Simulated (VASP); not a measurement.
In:

```
In
1.0
    -1.59229    1.59229    2.42320
     1.59229   -1.59229    2.42320
     1.59229    1.59229   -2.42320
In
1
Direct
  0.00000 0.00000 0.00000
```

This cell differs from its parent crystal: volume scaled by 0.94.

Base run:

| Item | Value |
| --- | --- |
| Program | VASP 6.6.1 |
| Functional | PBEsol |
| Potentials or basis | VASP PAW PBE potentials, release 64 (In_d) |
| Cutoff | 520 eV |
| k mesh | 11 × 11 × 11 |
| Occupations | fermi-dirac, width 0.05 eV |
| Spin | no spin polarisation |

Its results: pressure 1.9 GPa.

Q: After a change of settings the same cell gave: pressure 3.4 GPa. Which change was it?
A. functional from PBEsol to r2SCAN
B. functional from PBEsol to PBE
C. functional from PBEsol to PBE; further incar settings from ALGO = Normal; EDIFF = 1e-07; NBANDS = 12 to ALGO = Normal; EDIFF = 1e-06; NBANDS = 12

A: A.

Caveats: the PAW data sets were made with another functional, which shifts forces and pressure a little.
